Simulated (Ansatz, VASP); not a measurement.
# AlAs: VASP beside Ansatz

INCAR

```
SYSTEM = AlAs
PREC = Accurate
ENCUT = 500
EDIFF = 1E-6
ISMEAR = 0
SIGMA = 0.05
LREAL = .False.
LASPH = .True.
NELM = 120
ALGO = Normal
ISIF = 2
LWAVE = .False.
LCHARG = .True.
GGA = RP
IVDW = 13
LELF = .True.
LVHAR = .True.
NBANDS = 11
GGA_COMPAT = .False.
```

File KPOINTS:

```
Automatic mesh
0
Gamma
  8 8 8
  0 0 0
```

The input POSCAR:

```
AlAs
1.0
    0.0000000000      2.7787659338      2.7787659338
    2.7787659338      0.0000000000      2.7787659338
    2.7787659338      2.7787659338      0.0000000000
Al As
1 1
Direct
    0.0000000000      0.0000000000      0.0000000000
    0.7500000000      0.7500000000      0.7500000000
```

Input for Ansatz:

```yaml
crystal:
  lattice:
    - [0.0, 2.7787659338, 2.7787659338]
    - [2.7787659338, 0.0, 2.7787659338]
    - [2.7787659338, 2.7787659338, 0.0]
  atoms:
    - { symbol: Al, position: [0.0, 0.0, 0.0] }
    - { symbol: As, position: [0.75, 0.75, 0.75] }
basis:
  ecutwfc: 420
  ecutrho_ratio: 4
kpoints:
  mp_grid: { grid: [8, 8, 8] }
hamiltonian:
  xc: rpbe
  dispersion: d4
scf:
  occupations: { method: gaussian, width: 0.05 }
output:
  forces: true
  stress: true
  eigenvalues: true
```

Alike in both runs: task single point; functional RPBE; dispersion D4; k mesh 8 × 8 × 8; occupations gaussian, width 0.05 eV; no spin polarisation.

|  | VASP | Ansatz |
| --- | --- | --- |
| version | VASP 6.6.1 | Ansatz 0.2.0 |
| potentials or method | VASP PAW PBE potentials, release 64 (Al, As), cutoff 500 eV | scalar-relativistic, plane waves, PAW |
| valence electrons in the cell | 8 | 18 |

```csv
,VASP,Ansatz,Ansatz less VASP
gap on the k mesh at the Fermi level (eV),1.41,1.41,+0.009
least direct gap on the mesh (eV),2.64,2.63,-0.011
pressure (GPa),3.5,3.4,-0.13
```

VASP's potentials were made for PBE, not for RPBE. VASP's potentials hold 8 valence electrons a cell and Ansatz's 18, so a difference there can come from the potentials and not from the codes.
